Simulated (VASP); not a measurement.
# LiF (I4/mmm) in VASP: further runs, part 3 of 3

VASP 6.6.1. Earlier steps stand in the parts before.

### 6 Single point, LDA (strain +0.025 along x and y, +0.000 along z)

Input file INCAR:

```
SYSTEM = LiF
PREC = Accurate
ENCUT = 520
EDIFF = 1E-7
ISMEAR = 0
SIGMA = 0.05
LREAL = .False.
LASPH = .True.
NELM = 80
ALGO = Normal
ISIF = 2
LWAVE = .False.
LCHARG = .False.
GGA = CA
NBANDS = 12
```

Input file KPOINTS:

```
Automatic mesh
0
Gamma
  10 10 10
  0 0 0
```

Input file POSCAR:

```
LiF
1.0
    0.0000000000      2.0643500000      2.0140000000
    2.0643500000      0.0000000000      2.0140000000
    2.0643500000      2.0643500000      0.0000000000
Li F
1 1
Direct
    0.0000000000      0.0000000000      0.0000000000
    0.5000000000      0.5000000000      0.5000000000
```

Potentials or basis: VASP PAW LDA potentials, release 64 (Li_sv, F).

Run with:

```bash
cat potpaw_LDA.64/Li_sv/POTCAR potpaw_LDA.64/F/POTCAR > POTCAR
mpirun -np 1 vasp_std > vasp.out
```

OUTCAR:

```text
SYSTEM = LiF
   PREC = Accurate
   ENCUT = 520
   EDIFF = 1E-7
   ISMEAR = 0
   LREAL = .False.
   LASPH = .True.
   NELM = 80
   ISIF = 2
   GGA = CA

 ion  position               nearest neighbor table
   1  0.000  0.000  0.000-   2 2.01   2 2.01   2 2.06   2 2.06   2 2.06   2 2.06
   2  0.500  0.500  0.500-   1 2.01   1 2.01   1 2.06   1 2.06   1 2.06   1 2.06

  LATTYP: Found a body centered tetragonal cell.
 ALAT       =     2.9194317675
 C/A-ratio  =     1.3797205487

  Lattice vectors:

 A1 = (   0.0000000000,  -2.0643500000,  -2.0140000000)
 A2 = (   0.0000000000,   2.0643500000,  -2.0140000000)
 A3 = (   2.0643500000,   0.0000000000,   2.0140000000)

Analysis of symmetry for initial positions (statically):
=====================================================================
 Subroutine PRICEL returns:
 Original cell was already a primitive cell.

 Routine SETGRP: Setting up the symmetry group for a
 body centered tetragonal supercell.

 Subroutine GETGRP returns: Found 16 space group operations
 (whereof 16 operations were pure point group operations)
 out of a pool of 16 trial point group operations.

The static configuration has the point symmetry D_4h.

Analysis of symmetry for dynamics (positions and initial velocities):
=====================================================================
 Subroutine PRICEL returns:
 Original cell was already a primitive cell.

 Routine SETGRP: Setting up the symmetry group for a
 body centered tetragonal supercell.

 Subroutine GETGRP returns: Found 16 space group operations
 (whereof 16 operations were pure point group operations)
 out of a pool of 16 trial point group operations.

The dynamic configuration has the point symmetry D_4h.

 Subroutine INISYM returns: Found 16 space group operations
 (whereof 16 operations are pure point group operations),
 and found     1 'primitive' translations

----------------------------------------------------------------------------------------

[... 116 lines left out ...]
   LORBIT       =      0    0 simple, 1 ext, 2 COOP (PROOUT), +10 PAW based schemes
   GGA     = CA    functional components
   LHFCALC =     F    Hartree Fock is set to
   AEXX    =    0.0000 exact exchange contribution
   IVDW    =     0    specifies the selected vdW correction
   LEPSILON=     F    determine dielectric tensor
   LRPA    =     F    only Hartree local field effects (RPA)
 non-spin polarized calculation
 Gauss-broadening in eV      SIGMA  =   0.05
  energy-cutoff  :      520.00
  volume of cell :       17.17
 maximum number of plane-waves:       487
 NGX is ok and might be reduce to    24
   NGX = 11   NGY = 11   NGZ = 11

 number of electron      10.0000000 magnetization

 Free energy of the ion-electron system (eV)
  ---------------------------------------------------
  ext. energy  EPLUGINS =         0.00000000
  ---------------------------------------------------
  free energy    TOTEN  =       -10.43172944 eV

  energy without entropy =      -10.43172944  energy(sigma->0) =      -10.43172944

 E-fermi :  -1.2449     XC(G=0): -10.4247

 val. band max:       -1.5732417842   @ k =   0.0000   0.0000   0.0000
 cond. band min:       6.8094644501   @ k =   0.0000   0.0000   0.0000
 fundamental gap:      8.3827062343
 Fermi energy:        -1.2449173496

 k-point     1 :       0.0000    0.0000    0.0000
  band No.  band energies     occupation
      1     -41.4509      2.00000
      2     -21.0288      2.00000
      3      -1.6363      2.00000
      4      -1.5732      2.00000
      5      -1.5732      2.00000
      6       6.8095      0.00000
      7      21.0643      0.00000
      8      21.0643      0.00000
      9      21.6066      0.00000
     10      21.7730      0.00000
     11      21.7730      0.00000
     12      21.9770      0.00000
[... 331 lines left out ...]
 k-point    24 :       0.4000    0.3000    0.0000
  band No.  band energies     occupation
      1     -41.3909      2.00000
      2     -20.5169      2.00000
      3      -3.8230      2.00000
      4      -2.4553      2.00000
      5      -2.3559      2.00000
      6      10.8479      0.00000
      7      14.2878      0.00000
      8      16.1744      0.00000
      9      17.3366      0.00000
     10      18.4041      0.00000
     11      31.1092      0.00000
     12      31.8424      0.00000

 [... further k-points ...]
[... 5 lines left out ...]
  --------------------------------------------------------------------------------------
  -------------------------------------------------------------------------------------
  Total       -1.0236027     -1.0236027     -0.9100617      0.0000000      0.0000000     -0.0000000
  in kB      -95.5401378    -95.5401378    -84.9425462      0.0000000      0.0000000     -0.0000000
  external PRESSURE =     -92.0076073 kB  Pullay stress =       0.0000000 kB

 VOLUME and BASIS-vectors are now :
 -----------------------------------------------------------------------------
  energy-cutoff  :      520.00
  volume of cell :       17.17
      direct lattice vectors                 reciprocal lattice vectors
     0.000000000  2.064350000  2.014000000    -0.242206990  0.242206990  0.248262165
     2.064350000  0.000000000  2.014000000     0.242206990 -0.242206990  0.248262165
     2.064350000  2.064350000  0.000000000     0.242206990  0.242206990 -0.248262165

 POSITION                                       TOTAL-FORCE (eV/Angst)
 -----------------------------------------------------------------------------------
      0.00000      0.00000      0.00000         0.000000     -0.000000      0.000000
      2.06435      2.06435      2.01400        -0.000000      0.000000      0.000000
 -----------------------------------------------------------------------------------
    total drift:                               -0.000000     -0.000000      0.000000

  FREE ENERGIE OF THE ION-ELECTRON SYSTEM (eV)
  ---------------------------------------------------
  free  energy   TOTEN  =       -10.4317294412 eV

  energy  without entropy=      -10.4317294412  energy(sigma->0) =      -10.43172944
```

OSZICAR:

```text
N       E                     dE             d eps       ncg     rms          rms(c)
DAV:   1     0.287192752846E+02    0.28719E+02   -0.53204E+03  2556   0.832E+02
DAV:   2    -0.993610288544E+01   -0.38655E+02   -0.37867E+02  2972   0.181E+02
DAV:   3    -0.109207544214E+02   -0.98465E+00   -0.98233E+00  3228   0.252E+01
DAV:   4    -0.109305236922E+02   -0.97693E-02   -0.97688E-02  2808   0.263E+00
DAV:   5    -0.109306384713E+02   -0.11478E-03   -0.11478E-03  3236   0.210E-01    0.425E+00
DAV:   6    -0.104499039507E+02    0.48073E+00   -0.23864E+00  2720   0.920E+00    0.140E+00
DAV:   7    -0.104377565346E+02    0.12147E-01   -0.15959E-02  3400   0.108E+00    0.804E-01
DAV:   8    -0.104317395995E+02    0.60169E-02   -0.10133E-02  3452   0.105E+00    0.101E-01
DAV:   9    -0.104317117859E+02    0.27814E-04   -0.66026E-04  2792   0.232E-01    0.377E-02
DAV:  10    -0.104317299220E+02   -0.18136E-04   -0.33594E-05  2868   0.406E-02    0.665E-03
DAV:  11    -0.104317294455E+02    0.47654E-06   -0.14760E-06  3076   0.123E-02    0.141E-03
DAV:  12    -0.104317294412E+02    0.43111E-08   -0.29884E-07  2972   0.426E-03
   1 F= -.10431729E+02 E0= -.10431729E+02  d E =-.113576E-22
```

stdout:

```text
POSCAR found type information on POSCAR LiF
 POSCAR found :  2 types and       2 ions
 scaLAPACK will be used
 LDA part: xc-table for (Slater(with rela. corr.)+CA(PZ))
 , standard interpolation
 POSCAR, INCAR and KPOINTS ok, starting setup
 FFT: planning ... GRIDC
 FFT: planning ... GRID_SOFT
 FFT: planning ... GRID
 WAVECAR not read
 entering main loop
```

Wall time 13 s (1 thread of Intel Xeon Platinum 8488C (Sapphire Rapids), shared host); peak memory 0.13 GiB.

What came out:

| Item | Value |
| --- | --- |
| Free energy | -10.4317 eV |
| Band gap on the k mesh | 8.38 eV, direct |

Caveat: the cell differs from its parent crystal (strain +0.025 along x and y, +0.000 along z); the cutoff is under 1.25 times the usual one of these potentials, so pressure, stress and relaxed cells hold a basis-set (Pulay) error.

### 7 Summary

```csv
cell,gap on the mesh (eV)
"a = 2.849, b = 2.849, c = 2.777 Å, angles 60.8, 60.8, 58.3°, 2 atoms",8.99
"a = 2.886, b = 2.886, c = 2.777 Å, angles 61.2, 61.2, 57.5°, 2 atoms",8.74
"a = 2.884, b = 2.884, c = 2.848 Å, angles 60.4, 60.4, 59.2°, 2 atoms",8.58
"a = 2.920, b = 2.920, c = 2.848 Å, angles 60.8, 60.8, 58.4°, 2 atoms",8.34
"a = 2.884, b = 2.884, c = 2.919 Å, angles 59.6, 59.6, 60.8°, 2 atoms",8.38
```

Alike in all rows: task single point; level LDA; potentials or basis VASP PAW LDA potentials, release 64 (Li_sv, F); no spin polarisation; k mesh 10 × 10 × 10; cutoff (eV) 520; smearing gaussian 0.05 eV.

Caveats: the cutoff is under 1.25 times the usual one of these potentials, so pressure, stress and relaxed cells hold a basis-set (Pulay) error.

Absolute energies hang on the potentials; compare differences alone.
